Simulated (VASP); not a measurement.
Write the native input for VASP 6.6.1 that does the following.

```yaml
Task: single point
Functional: r2SCAN
Potentials_or_basis: VASP PAW PBE potentials, release 64 (Ag)
Cutoff: 520 eV
k_mesh: 11 × 11 × 11
Occupations: fermi-dirac, width 0.05 eV
Spin: no spin polarisation
Dipole_correction: no
Further_INCAR_settings: ALGO = Normal; EDIFF = 1e-06; NBANDS = 12
```

Crystal: Ag.

```
Ag
1.0
     0.00000    2.02904    2.02904
     2.02904    0.00000    2.02904
     2.02904    2.02904    0.00000
Ag
1
Direct
  0.00000 0.00000 0.00000
```

These files were run (other wordings do the same):

POSCAR

```
Ag
1.0
    0.0000000000      2.0290398554      2.0290398554
    2.0290398554      0.0000000000      2.0290398554
    2.0290398554      2.0290398554      0.0000000000
Ag
1
Direct
    0.0000000000      0.0000000000      0.0000000000
```

INCAR.step1

```
PREC = Accurate
ENCUT = 520
ISMEAR = -1
SIGMA = 0.05
LREAL = F
LASPH = T
NELM = 100
NBANDS = 12
GGA = PE
ALGO = Normal
EDIFF = 1E-4
LWAVE = T
LCHARG = F
```

INCAR.step2

```
PREC = Accurate
ENCUT = 520
EDIFF = 1E-6
ISMEAR = -1
SIGMA = 0.05
LREAL = F
LASPH = T
NELM = 100
ALGO = Normal
ISIF = 2
LWAVE = F
LCHARG = F
METAGGA = R2SCAN
LMIXTAU = T
NBANDS = 12
ISTART = 1
```

KPOINTS

```
regular mesh
0
Gamma
  11 11 11
```

Potentials or basis: VASP PAW PBE potentials, release 64 (Ag).

Command:

```bash
$ cat potpaw_PBE.64/Ag/POTCAR > POTCAR
$ cp INCAR.step1 INCAR
$ mpirun -np 1 vasp_std > vasp.out
$ cp INCAR.step2 INCAR
$ mpirun -np 1 vasp_std > vasp.out
```

It gave:

The pressure is 3.7 GPa.

Caveat: the PAW data sets were made with another functional, which shifts forces and pressure a little.

Wall time 52 s on 1 thread of AMD EPYC 7R43 64-Core Processor (Zen 3) (shared host), peak memory 0.11 GiB.
